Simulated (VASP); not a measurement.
Hg:

```xyz
1
Lattice="1.8779 1.0842 2.1547 -1.8779 1.0842 2.1547 0.0000 -2.1684 2.1547" Properties=species:S:1:pos:R:3 pbc="T T T"
Hg    0.0000    0.0000    0.0000
```

Base run:

| Quantity | Value |
| --- | --- |
| Program | VASP 6.6.1 |
| Functional | r2SCAN |
| Potentials or basis | VASP PAW PBE potentials, release 64 (Hg) |
| Cutoff | 520 eV |
| k mesh | 18 × 18 × 18 |
| Occupations | fermi-dirac, width 0.1 eV |
| Spin | no spin polarisation |

Its results: band gap on the k mesh zero (bands 6 and 7 overlap by 3.31 eV); pressure 0.5 GPa.

Question: The run is repeated on the same cell with these changes: k mesh from 18 × 18 × 18 to 5 × 5 × 5. What comes out?

Answer: Band gap on the k mesh zero (bands 6 and 7 overlap by 0.17 eV); pressure 1.4 GPa.

Caveats: some runs use coarse meshes; the PAW data sets were made with another functional, which shifts forces and pressure a little; spin-orbit coupling is left out, which moves the levels of the heavy elements.
